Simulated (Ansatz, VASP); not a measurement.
One calculation of GaP, two programs

```
CELL_PARAMETERS angstrom
0.00000 2.71068 2.71068
2.71068 0.00000 2.71068
2.71068 2.71068 0.00000
ATOMIC_POSITIONS crystal
Ga 0.00000 0.00000 0.00000
P 0.25000 0.25000 0.25000
```

Change from the starting cell: hydrostatic strain -0.5%.

Alike in both runs: task single point; functional r2SCAN; k mesh 8 × 8 × 8; no spin polarisation.

```csv
,VASP,Ansatz
version,VASP 6.6.1,Ansatz 0.2.0
potentials or method,"VASP PAW PBE potentials, release 64 (Ga_d, P)","plane waves, PAW"
plane-wave cutoff (eV),520,500
occupations,"gaussian, width 0.01 eV",fixed
valence electrons in the cell,18,18
```

Ansatz gave:

| Item | Value |
| --- | --- |
| gap on the k mesh at the Fermi level (eV) | 1.87 |
| pressure (GPa) | 1.5 |

**Question.** Which values does VASP return?

**Answer.** gap on the k mesh at the Fermi level (eV): 1.88; pressure (GPa): 1.4.

VASP's potentials were made for PBE, not for r2SCAN.
